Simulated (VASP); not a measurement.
# Si (Fd-3m) in VASP: G0W0 quasiparticle levels with LDA

Aim: the G0W0 quasiparticle levels of Si with LDA.

Program: VASP 6.6.1. These are calculated values, not measurements. Logs are shortened: lines on timing, memory, paths and dates and some standing lists are left out, and cuts for length are marked.

## 1. The cell of the first run

The structure is cubic, space group Fd-3m (No. 227). Conventional cell: a = 5.444 Å, b = 5.444 Å, c = 5.444 Å, α = 90.00°, β = 90.00°, γ = 90.00°. Si (site symmetry -43m) has 4 Si at 2.36 Å within 3.1 Å.

## 2. G0W0 quasiparticle levels, LDA

POSCAR reads:

```
Si
1.0
    0.0000000000      2.7221188962      2.7221188962
    2.7221188962      0.0000000000      2.7221188962
    2.7221188962      2.7221188962      0.0000000000
Si
2
Direct
    0.0000000000      0.0000000000      0.0000000000
    0.2500000000      0.2500000000      0.2500000000
```

INCAR.step1 reads:

```
ALGO = Normal ; EDIFF = 1E-8
ENCUT = 500 ; GGA = CA
ISMEAR = 0 ; LASPH = True
LCHARG = False ; LREAL = False
LWAVE = True ; NELM = 60
PREC = Accurate ; SIGMA = 0.01
```

INCAR.step2 reads:

```
ALGO = Exact ; EDIFF = 1E-8
ENCUT = 500 ; GGA = CA
ISMEAR = 0 ; ISTART = 1
LASPH = True ; LCHARG = False
LOPTICS = True ; LREAL = False
LWAVE = True ; NBANDS = 34
NELM = 1 ; PREC = Accurate
SIGMA = 0.01
```

INCAR.step3 reads:

```
ALGO = EVGW0 ; EDIFF = 1E-8
ENCUT = 500 ; ENCUTGW = 60.0
GGA = CA ; ISMEAR = 0
ISTART = 1 ; LASPH = True
LCHARG = False ; LREAL = False
LWAVE = False ; NBANDS = 34
NBANDSGW = 12 ; NELMGW = 1
NOMEGA = 48 ; PREC = Accurate
PRECFOCK = Fast ; SIGMA = 0.01
```

KPOINTS reads:

```
k-points
0
Gamma
  4 4 4
```

Potentials or basis: VASP PAW LDA potentials, release 64 (Si_GW).

Started as:

```bash
> cat potpaw_LDA.64/Si_GW/POTCAR > POTCAR
> cp INCAR.step1 INCAR
> mpirun -np 1 vasp_std > vasp.out
> cp INCAR.step2 INCAR
> mpirun -np 1 vasp_std > vasp.out
> cp INCAR.step3 INCAR
> mpirun -np 1 vasp_std > vasp.out
```

OUTCAR:

```text
EDIFF = 1E-8
   ENCUT = 500
   ENCUTGW = 60.0
   GGA = CA
   ISMEAR = 0
   ISTART = 1
   LASPH = True
   LREAL = False
   NELMGW = 1
   PREC = Accurate
   PRECFOCK = Fast

 ion  position               nearest neighbor table
   1  0.000  0.000  0.000-   2 2.36   2 2.36   2 2.36   2 2.36
   2  0.250  0.250  0.250-   1 2.36   1 2.36   1 2.36   1 2.36

  LATTYP: Found a face centered cubic cell.
 ALAT       =     5.4442377924

  Lattice vectors:

 A1 = (   0.0000000000,   2.7221188962,   2.7221188962)
 A2 = (   2.7221188962,   0.0000000000,   2.7221188962)
 A3 = (   2.7221188962,   2.7221188962,   0.0000000000)

Analysis of symmetry for initial positions (statically):
=====================================================================
 Subroutine PRICEL returns:
 Original cell was already a primitive cell.

 Routine SETGRP: Setting up the symmetry group for a
 face centered cubic supercell.

 Subroutine GETGRP returns: Found 48 space group operations
 (whereof 24 operations were pure point group operations)
 out of a pool of 48 trial point group operations.

The static configuration has the point symmetry T_d .
 The point group associated with its full space group is O_h .

Analysis of symmetry for dynamics (positions and initial velocities):
=====================================================================
 Subroutine PRICEL returns:
 Original cell was already a primitive cell.

 Routine SETGRP: Setting up the symmetry group for a
 face centered cubic supercell.

 Subroutine GETGRP returns: Found 48 space group operations
 (whereof 24 operations were pure point group operations)
 out of a pool of 48 trial point group operations.

The dynamic configuration has the point symmetry T_d .
 The point group associated with its full space group is O_h .

 Subroutine INISYM returns: Found 48 space group operations
 (whereof 24 operations are pure point group operations),
 and found     1 'primitive' translations

----------------------------------------------------------------------------------------

                                     Primitive cell

  volume of cell :      40.3414

  direct lattice vectors                    reciprocal lattice vectors
     0.000000000  2.722118896  2.722118896    -0.183680441  0.183680441  0.183680441
     2.722118896  0.000000000  2.722118896     0.183680441 -0.183680441  0.183680441
     2.722118896  2.722118896  0.000000000     0.183680441  0.183680441 -0.183680441

  length of vectors
     3.849657461  3.849657461  3.849657461     0.318143857  0.318143857  0.318143857

  position of ions in fractional coordinates (direct lattice)
     0.000000000  0.000000000  0.000000000
     0.250000000  0.250000000  0.250000000

  ion indices of the primitive-cell ions
   primitive index   ion index
                 1           1
                 2           2

----------------------------------------------------------------------------------------

 KPOINTS: k-points

Automatic generation of k-mesh.
 Grid dimensions read from file:
 generate k-points for:    4    4    4

 Generating k-lattice:

  Cartesian coordinates                     Fractional coordinates (reciprocal lattice)
    -0.045920110  0.045920110  0.045920110     0.250000000  0.000000000  0.000000000
     0.045920110 -0.045920110  0.045920110     0.000000000  0.250000000  0.000000000
     0.045920110  0.045920110 -0.045920110     0.000000000  0.000000000  0.250000000

  Length of vectors
     0.079535964  0.079535964  0.079535964

  Shift w.r.t. Gamma in fractional coordinates (k-lattice)
     0.000000000  0.000000000  0.000000000

 Subroutine IBZKPT returns following result:
 ===========================================

 Found      8 irreducible k-points:

 Following reciprocal coordinates:
            Coordinates               Weight
  0.000000  0.000000  0.000000      1.000000
  0.250000  0.000000  0.000000      8.000000
  0.500000  0.000000  0.000000      4.000000
  0.250000  0.250000  0.000000      6.000000
  0.500000  0.250000  0.000000     24.000000
 -0.250000  0.250000  0.000000     12.000000
  0.500000  0.500000  0.000000      3.000000
 -0.250000  0.500000  0.250000      6.000000
   k-points           NKPTS =      8   k-points in BZ     NKDIM =     64   number of bands    NBANDS=     34
   number of dos      NEDOS =    301   number of ions     NIONS =      2
   total plane-waves  NPLWV =  21952
   dimension x,y,z NGX =    28 NGY =   28 NGZ =   28
   dimension x,y,z NGXF=    56 NGYF=   56 NGZF=   56
   ions per type =               2
   NGX,Y,Z   is equivalent  to a cutoff of  12.09, 12.09, 12.09 a.u.
   NGXF,Y,Z  is equivalent  to a cutoff of  24.18, 24.18, 24.18 a.u.
 SYSTEM =  unknown system
   PREC   = accura    normal or accurate (medium, high low for compatibility)
   ISTART =      1    job   : 0-new  1-cont  2-samecut
   ICHARG =      0    charge: 1-file 2-atom 10-const
   ISPIN  =      1    spin polarized calculation?
   LNONCOLLINEAR =      F non collinear calculations
   LSORBIT =      F    spin-orbit coupling
   LASPH  =      T    aspherical Exc in radial PAW
   ENCUT  =  500.0 eV  36.75 Ry    6.06 a.u.   7.02  7.02  7.02*2*pi/ulx,y,z
   NELM   =     60;   NELMIN=  2; NELMDL=  0     # of ELM steps
   EDIFF  = 0.1E-07   stopping-criterion for ELM
   LREAL  =      F    real-space projection
   EDIFFG = 0.1E-06   stopping-criterion for IOM
   NSW    =      0    number of steps for IOM
   IBRION =     -1    ionic relax: 0-MD 1-quasi-New 2-CG
   NFREE  =      0    steps in history (QN), initial steepest desc. (CG)
   ISIF   =      0    stress and relaxation
   ISYM   =      3    0-nonsym 1-usesym 2-fastsym
   POTIM  = 0.5000    time-step for ionic-motion
   TEBEG  =    0.0;   TEEND  =   0.0 temperature during run
   PSTRESS=    0.0 pullay stress
   NELECT =       8.0000    total number of electrons
   NUPDOWN=      -1.0000    fix difference up-down
   EMIN   =  10.00;   EMAX   =-10.00  energy-range for DOS
   EFERMI =   0.00;   METHOD = LEGACY
   ISMEAR =     0;   SIGMA  =   0.01  broadening in eV -4-tet -1-fermi 0-gaus
   EFERMI_NEDOS =   21; number of points for ismear=-14 and -15
   IALGO  =     38    algorithm
   IMIX   =      4    mixing-type and parameters
     AMIX     =   0.40;   BMIX     =  1.00
     AMIX_MAG =   1.60;   BMIX_MAG =  1.00
  volume/ion in A,a.u.               =      20.17       136.12
  Fermi-wavevector in a.u.,A,eV,Ry     =   0.954672  1.804069 12.400344  0.911400
  Thomas-Fermi vector in A             =   2.083440
   LORBIT       =      0    0 simple, 1 ext, 2 COOP (PROOUT), +10 PAW based schemes
   GGA     = CA    functional components
   LHFCALC =     T    Hartree Fock is set to
   PRECFOCK=fast      Normal, Fast or Accurate (Low or Medium for compatibility)
   ENCUT4O =  -1.0   cutoff for four orbital integrals eV
   NKREDX  =     1    reduce k-point grid by
   NKREDY  =     1    reduce k-point grid by
   NKREDZ  =     1    reduce k-point grid by
   AEXX    =    1.0000 exact exchange contribution
   HFSCREEN=    0.0000 screening length (either q_TF or 0.3 A-1)
   HFSCREENC=   0.0000 screening length for correlation (either q_TF or 0.3 A-1)
   ENCUTFOCK=  -1.0 apply spherical cutoff to Coloumb kernel
   IVDW    =     0    specifies the selected vdW correction
   LEPSILON=     F    determine dielectric tensor
   LRPA    =     F    only Hartree local field effects (RPA)
   LRPAFORCE           =     F    calculate RPA forces
   ENCUTGW             =  60.0    cutoff for response function in eV
   ENCUTGWSOFT         =  48.0    soft cutoff for Coulomb kernel in GW response function in eV
   ENCUTLF             =  -1.0    cutoff for local field effects
   NELMGW              =     1    number of iterations in solving QP/BSE equation
   NELMHF              =     1    number of iterations in the inner HF iteration
   NKREDLFX            =     1    NKREDLFY  =   1   NKREDLFZ  =   1
 non-spin polarized calculation
 Gauss-broadening in eV      SIGMA  =   0.01
  energy-cutoff  :      500.00
  volume of cell :       40.34
 maximum number of plane-waves:      1036
  NGX = 16; NGY = 16; NGZ = 16
   NGX = 13   NGY = 13   NGZ = 13
 maximum number of plane-waves:        51
 NGX is ok and might be reduce to    10

 QP shifts <psi_nk| G(iteration)W_0 |psi_nk>: iteration 1
 for sc-GW calculations column KS-energies equals QP-energies in previous step
 and V_xc(KS)=  KS-energies - (<T + V_ion + V_H > + <T+V_H+V_ion>^1  + <V_x>^1)

 k-point   1 :       0.0000    0.0000    0.0000
  band No.  KS-energies  QP-energies   sigma(KS)   V_xc(KS)     V^pw_x(r,r')   Z            occupation Imag(sigma)

      1      -6.5316      -6.5748     -10.6502     -10.5863     -17.4462       0.6758       2.0000       1.2612
      2       5.3898       5.5460     -11.3478     -11.5532     -12.9646       0.7608       2.0000       0.0730
      3       5.3898       5.5460     -11.3478     -11.5532     -12.9646       0.7608       2.0000       0.0730
      4       5.3898       5.5460     -11.3478     -11.5532     -12.9646       0.7608       2.0000       0.0730
      5       7.8922       8.5590      -9.4087     -10.2956      -5.5676       0.7518       0.0000      -0.0935
      6       7.8922       8.5590      -9.4087     -10.2956      -5.5676       0.7518       0.0000      -0.0935
      7       7.8922       8.5590      -9.4087     -10.2956      -5.5676       0.7518       0.0000      -0.0935
      8       8.5074       9.4350     -10.1326     -11.3633      -5.9225       0.7537       0.0000      -0.1135
      9      13.0016      13.4123      -7.6616      -8.1942      -2.6283       0.7712       0.0000      -0.3138
     10      13.0992      13.8935      -9.0737     -10.1420      -4.1588       0.7436       0.0000      -0.2593
     11      13.0992      13.8935      -9.0737     -10.1420      -4.1588       0.7436       0.0000      -0.2593
     12      16.4346      16.9392      -7.9619      -8.6271      -2.2387       0.7586       0.0000      -0.5766

 k-point   2 :       0.2500    0.0000    0.0000
  band No.  KS-energies  QP-energies   sigma(KS)   V_xc(KS)     V^pw_x(r,r')   Z            occupation Imag(sigma)
[... 97 lines left out ...]
      1      -2.2444      -2.2213     -11.0970     -11.1301     -16.0448       0.6978       2.0000       0.5801
      2      -2.2444      -2.2213     -11.0970     -11.1301     -16.0448       0.6978       2.0000       0.5801
      3       1.5215       1.4526     -10.2656     -10.1717     -12.8465       0.7333       2.0000       0.1603
      4       1.5215       1.4526     -10.2656     -10.1717     -12.8465       0.7333       2.0000       0.1603
      5       9.5529      10.1524      -9.0290      -9.8193      -4.8878       0.7585       0.0000      -0.1458
      6       9.5529      10.1524      -9.0290      -9.8193      -4.8878       0.7585       0.0000      -0.1458
      7      10.2711      11.0126      -9.3649     -10.3578      -4.6916       0.7468       0.0000      -0.1902
      8      10.2711      11.0126      -9.3649     -10.3578      -4.6916       0.7468       0.0000      -0.1902
      9      15.8160      16.6876      -9.7769     -10.9627      -3.8737       0.7351       0.0000      -0.6078
     10      15.8160      16.6876      -9.7769     -10.9627      -3.8737       0.7351       0.0000      -0.6078
     11      18.2493      19.1424      -9.4723     -10.6779      -3.3767       0.7407       0.0000      -0.8091
     12      18.2493      19.1424      -9.4723     -10.6779      -3.3767       0.7407       0.0000      -0.8091
```

Run time: 68 s. Hardware: 1 thread of Intel Xeon 8259CL, shared host; peak memory 0.34 GiB.

Results:

```
Band gap on the k mesh, mean-field level : 0.59 eV, indirect (least direct gap 2.50 eV)
Quasiparticle gap                        : 0.93 eV
Least direct quasiparticle gap           : 3.01 eV
```

Levels at points of the mesh, in eV from the valence-band top:
| k point | band 1 | band 2 | band 3 | band 4 | band 5 | band 6 | band 7 | band 8 |
| --- | --- | --- | --- | --- | --- | --- | --- | --- |
| (0.00, 0.00, 0.00) | -11.92 | 0.00 | 0.00 | 0.00 | 2.50 | 2.50 | 2.50 | 3.12 |
| (0.50, 0.00, 0.00) | -9.60 | -6.97 | -1.19 | -1.19 | 1.39 | 3.27 | 3.27 | 7.47 |
| (0.50, 0.50, 0.00) | -7.80 | -7.80 | -2.85 | -2.85 | 0.59 | 0.59 | 9.90 | 9.90 |

Caveat: the k points lie up to 0.50 Å⁻¹ apart; bands, screening cutoff and mesh are small and nothing is extrapolated, so the quasiparticle values aren't converged.
